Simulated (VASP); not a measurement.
# Cu2Ni3 (P-3m1) in VASP: single point with PBE

Aim: the single point of Cu2Ni3 with PBE.

All numbers are computed with VASP 6.6.1; they aren't measurements. Logs are shortened: lines on timing, memory, paths and dates and some standing lists are left out, and cuts for length are marked.

**1. The cell of the first run**

It takes space group P-3m1 (No. 164, trigonal). Conventional cell: a = 2.506 Å, b = 2.506 Å, c = 20.761 Å, α = 90.00°, β = 90.00°, γ = 120.00°. Cu (site symmetry 3m) has 9 Cu at 2.51 to 2.58 Å and 3 Ni at 2.55 Å within 3.3 Å. Within 3.3 Å of Cu (site symmetry 3m) lie 6 Cu at 2.51 Å and 6 Ni at 2.55 Å. Ni (site symmetry 3m) has 9 Ni at 2.48 to 2.51 Å and 3 Cu at 2.55 Å within 3.3 Å. Within 3.3 Å of Ni (site symmetry 3m) lie 9 Ni at 2.48 to 2.51 Å and 3 Cu at 2.55 Å. Ni (site symmetry 3m) has 9 Ni at 2.48 to 2.51 Å and 3 Cu at 2.55 Å within 3.3 Å.

**2. Single point, PBE, collinear spin, ferromagnetic start**

The input, INCAR:

```
SYSTEM = Cu2Ni3
ALGO = Normal ; EDIFF = 1E-7
ENCUT = 520 ; GGA = PE
ISIF = 2 ; ISMEAR = 0
ISPIN = 2 ; LASPH = .TRUE.
LCHARG = .FALSE. ; LMAXMIX = 4
LORBIT = 11 ; LREAL = .FALSE.
LWAVE = .FALSE. ; MAGMOM = 0 0 0 0 0.54 0.54 0.54 0.54 0.54 0.54
NBANDS = 67 ; NELM = 150
PREC = Accurate ; SIGMA = 0.2
```

The input, KPOINTS:

```
k-points
0
G
  12 12 1
  0 0 0
```

The input, POSCAR:

```
Cu2Ni3
1.0
    2.5057069905      0.0000000000      0.0000000000
   -1.2528534953      2.1700059082      0.0000000000
    0.0000000000      0.0000000000     20.7614944000
Cu Ni
4 6
Direct
    0.3333333333      0.6666666667      0.0514330000
    0.3333333333      0.6666666667      0.6495860000
    0.6666666667      0.3333333333      0.9485670000
    0.6666666667      0.3333333333      0.3504140000
    0.3333333333      0.6666666667      0.8477110000
    0.3333333333      0.6666666667      0.2494070000
    0.3333333333      0.6666666667      0.4514280000
    0.6666666667      0.3333333333      0.1522890000
    0.6666666667      0.3333333333      0.5485720000
    0.6666666667      0.3333333333      0.7505930000
```

Potentials or basis: VASP PAW PBE potentials, release 64 (Cu, Ni).

The run is started by

```sh
cat potpaw_PBE.64/Cu/POTCAR potpaw_PBE.64/Ni/POTCAR > POTCAR
mpirun -np 1 vasp_std > vasp.out
```

OUTCAR:

```text
SYSTEM = Cu2Ni3
   EDIFF = 1E-7
   ENCUT = 520
   GGA = PE
   ISIF = 2
   ISMEAR = 0
   ISPIN = 2
   LASPH = .TRUE.
   LORBIT = 11
   LREAL = .FALSE.
   NELM = 150
   PREC = Accurate

 ion  position               nearest neighbor table
   1  0.333  0.667  0.051-   8 2.55   8 2.55   8 2.55   3 2.58   3 2.58   3 2.58
   2  0.333  0.667  0.650-  10 2.55  10 2.55  10 2.55   9 2.55   9 2.55   9 2.55
   3  0.667  0.333  0.949-   5 2.55   5 2.55   5 2.55   1 2.58   1 2.58   1 2.58
   4  0.667  0.333  0.350-   6 2.55   6 2.55   6 2.55   7 2.55   7 2.55   7 2.55
   5  0.333  0.667  0.848-  10 2.48  10 2.48  10 2.48   3 2.55   3 2.55   3 2.55
   6  0.333  0.667  0.249-   8 2.48   8 2.48   8 2.48   4 2.55   4 2.55   4 2.55
   7  0.333  0.667  0.451-   9 2.48   9 2.48   9 2.48   4 2.55   4 2.55   4 2.55
   8  0.667  0.333  0.152-   6 2.48   6 2.48   6 2.48   1 2.55   1 2.55   1 2.55
   9  0.667  0.333  0.549-   7 2.48   7 2.48   7 2.48   2 2.55   2 2.55   2 2.55
  10  0.667  0.333  0.751-   5 2.48   5 2.48   5 2.48   2 2.55   2 2.55   2 2.55

  LATTYP: Found a hexagonal cell.
 ALAT       =     2.5057069905
 C/A-ratio  =     8.2856832338

  Lattice vectors:

 A1 = (   2.5057069905,   0.0000000000,   0.0000000000)
 A2 = (  -1.2528534953,   2.1700059082,   0.0000000000)
 A3 = (   0.0000000000,   0.0000000000,  20.7614944000)

Analysis of symmetry for initial positions (statically):
=====================================================================
 Subroutine PRICEL returns:
 Original cell was already a primitive cell.

 Routine SETGRP: Setting up the symmetry group for a
 hexagonal supercell.

 Subroutine GETGRP returns: Found 12 space group operations
 (whereof 12 operations were pure point group operations)
 out of a pool of 24 trial point group operations.

The static configuration has the point symmetry D_3d.

Analysis of symmetry for dynamics (positions and initial velocities):
=====================================================================
 Subroutine PRICEL returns:
 Original cell was already a primitive cell.

 Routine SETGRP: Setting up the symmetry group for a
 hexagonal supercell.

 Subroutine GETGRP returns: Found 12 space group operations
 (whereof 12 operations were pure point group operations)
 out of a pool of 24 trial point group operations.

The dynamic configuration has the point symmetry D_3d.

Analysis of structural, dynamic, and magnetic symmetry:
=====================================================================
 Subroutine PRICEL returns:
 Original cell was already a primitive cell.

[... 169 lines left out ...]
 cond. band min:       8.4618479477   @ k =   0.3333   0.0000   0.0000
 fundamental gap:      0.0099158353
 Fermi energy:         8.4536012158

 spin component 1

 k-point     1 :       0.0000    0.0000    0.0000
  band No.  band energies     occupation
      1      -0.6024      1.00000
      2      -0.2649      1.00000
      3      -0.1384      1.00000
      4       0.8278      1.00000
      5       0.9403      1.00000
      6       2.3147      1.00000
[... 1262 lines left out ...]
     63      13.7218      0.00000
     64      14.1392      0.00000
 Fermi energy:         8.4536012158

 spin component 2

 k-point     1 :       0.0000    0.0000    0.0000
  band No.  band energies     occupation
      1      -0.6244      1.00000
      2      -0.2872      1.00000
      3      -0.1588      1.00000
      4       0.8060      1.00000
      5       0.9265      1.00000
      6       2.3103      1.00000
[... 1262 lines left out ...]
     63      13.9017      0.00000
     64      14.2452      0.00000
 [bands above 64 left out]

------------------------ aborting loop because EDIFF is reached ----------------------------------------

  FORCE on cell =-STRESS in cart. coord.  units (eV):
  Direction    XX          YY          ZZ          XY          YZ          ZX
  --------------------------------------------------------------------------------------
  -------------------------------------------------------------------------------------
  Total        0.4369895      0.4369895      0.0331774     -0.0000000     -0.0000000      0.0000000
  in kB        6.2020006      6.2020006      0.4708721     -0.0000000     -0.0000000      0.0000000
  external PRESSURE =       4.2916245 kB  Pullay stress =       0.0000000 kB

 VOLUME and BASIS-vectors are now :
 -----------------------------------------------------------------------------
  energy-cutoff  :      520.00
  volume of cell :      112.89
      direct lattice vectors                 reciprocal lattice vectors
     2.505706990  0.000000000  0.000000000     0.399088961  0.230414119  0.000000000
    -1.252853495  2.170005908  0.000000000     0.000000000  0.460828238  0.000000000
     0.000000000  0.000000000 20.761494400     0.000000000  0.000000000  0.048166090

 POSITION                                       TOTAL-FORCE (eV/Angst)
 -----------------------------------------------------------------------------------
     -0.00000      1.44667      1.06783         0.000000      0.000000      0.026858
     -0.00000      1.44667     13.48638        -0.000000     -0.000000      0.001249
      1.25285      0.72334     19.69367        -0.000000      0.000000     -0.026858
      1.25285      0.72334      7.27512         0.000000      0.000000     -0.001249
     -0.00000      1.44667     17.59975        -0.000000     -0.000000     -0.015492
     -0.00000      1.44667      5.17806         0.000000      0.000000     -0.018822
     -0.00000      1.44667      9.37232         0.000000     -0.000000      0.031318
      1.25285      0.72334      3.16175         0.000000      0.000000      0.015492
      1.25285      0.72334     11.38917        -0.000000      0.000000     -0.031318
      1.25285      0.72334     15.58343         0.000000     -0.000000      0.018822
 -----------------------------------------------------------------------------------
    total drift:                                0.000000     -0.000000     -0.000000

  FREE ENERGIE OF THE ION-ELECTRON SYSTEM (eV)
  ---------------------------------------------------
  free  energy   TOTEN  =       -47.5451177343 eV

  energy  without entropy=      -47.2791409132  energy(sigma->0) =      -47.41212932

 total charge

# of ion       s       p       d       tot
------------------------------------------
    1        0.455   0.402   9.174  10.030
    2        0.458   0.409   9.170  10.037
    3        0.455   0.402   9.174  10.030
    4        0.458   0.409   9.170  10.037
    5        0.481   0.465   8.329   9.276
    6        0.482   0.465   8.326   9.273
    7        0.482   0.465   8.325   9.272
    8        0.481   0.465   8.329   9.276
    9        0.482   0.465   8.325   9.272
   10        0.482   0.465   8.326   9.273
--------------------------------------------------
tot          4.716   4.413  86.648  95.776

 magnetization (x)

# of ion       s       p       d       tot
------------------------------------------
    1       -0.002  -0.008  -0.000  -0.010
    2       -0.002  -0.011   0.016   0.003
    3       -0.002  -0.008  -0.000  -0.010
    4       -0.002  -0.011   0.016   0.003
    5       -0.003  -0.014   0.481   0.464
    6       -0.003  -0.013   0.524   0.507
    7       -0.003  -0.014   0.540   0.522
    8       -0.003  -0.014   0.481   0.464
    9       -0.003  -0.014   0.540   0.522
   10       -0.003  -0.013   0.524   0.507
--------------------------------------------------
tot         -0.027  -0.122   3.122   2.973
```

It took 17 min on 1 thread of AMD EPYC 7R13 (Zen 3), shared host; peak memory 0.37 GiB.

What came out:

```
Free energy                                           : -47.5451 eV
Pressure                                              : 0.4 GPa
Largest force                                         : 0.031 eV/Å
Net moment                                            : 2.89 μB per cell
Site moments                                          : Cu -0.01, +0.00; Ni +0.46, +0.51, +0.52 μB
Valence electrons inside the program's atomic spheres : Cu 10.03, 10.04; Ni 9.28, 9.27
```

Forces in eV/Å, atoms in the order of the input:
```
Cu   0.000  0.000  0.027
Cu   0.000  0.000  0.001
Cu   0.000  0.000 -0.027
Cu   0.000  0.000 -0.001
Ni   0.000  0.000 -0.015
Ni   0.000  0.000 -0.019
Ni   0.000  0.000  0.031
Ni   0.000  0.000  0.015
Ni   0.000  0.000 -0.031
Ni   0.000  0.000  0.019
```

Stress tensor (GPa, compression positive):
```
0.62 0.00 0.00
0.00 0.62 0.00
0.00 0.00 0.05
```

Levels at points of the mesh, in eV from the Fermi level:
Spin up:
| k point | band 52 | band 53 | band 54 | band 55 | band 56 | band 57 |
| --- | --- | --- | --- | --- | --- | --- |
| (0.00, 0.00, 0.00) | -0.94 | -0.94 | -0.60 | -0.60 | -0.58 | -0.58 |
| (0.50, 0.00, 0.00) | 0.64 | 0.82 | 0.83 | 0.94 | 1.62 | 1.66 |
Spin down:
```
           k point  band 46  band 47  band 48  band 49  band 50  band 51  band 52  band 53  band 54  band 55
(0.00, 0.00, 0.00)    -1.33    -1.33    -0.60    -0.55    -0.55    -0.52    -0.52    -0.50    -0.50    -0.05
(0.50, 0.00, 0.00)     0.23     0.24     0.31     0.31     0.32     0.63     0.67     0.91     1.00     1.13
```
